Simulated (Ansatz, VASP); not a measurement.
TiS2 in VASP and in Ansatz

```xyz
3
Lattice="3.3203 0.0000 0.0000 -1.6601 2.8755 0.0000 0.0000 0.0000 29.5200" Properties=species:S:1:pos:R:3 pbc="T T T"
S     0.0000    1.9170    6.9975
S     1.6601    0.9585    9.8625
Ti    0.0000    0.0000    8.4300
```

Alike in both runs: functional PBEsol; dispersion D3(BJ); k mesh 12 × 12 × 1; occupations gaussian, width 0.08 eV; no spin polarisation.

Ansatz relaxed the structure, and its values are those at the end. VASP's run is a single point on that final structure, the one shown.

```csv
,VASP,Ansatz
version,VASP 6.6.1,Ansatz 0.2.0
potentials or method,"VASP PAW PBE potentials, release 64 (S, Ti_sv), cutoff 400 eV","scalar-relativistic, plane waves, PAW"
valence electrons in the cell,24,24
```

```csv
,VASP,Ansatz,Ansatz less VASP
gap on the k mesh at the Fermi level (eV),none,none,-
rms of the force components (eV/Å),0.011,0.000,-0.0107
```

VASP's potentials were made for PBE, not for PBEsol, and Ansatz warns of the same on its side. A gap of «none» marks a metal or a gap that the smearing closes. Ansatz's warnings: slab cell height set, structure snapped to symmetry.
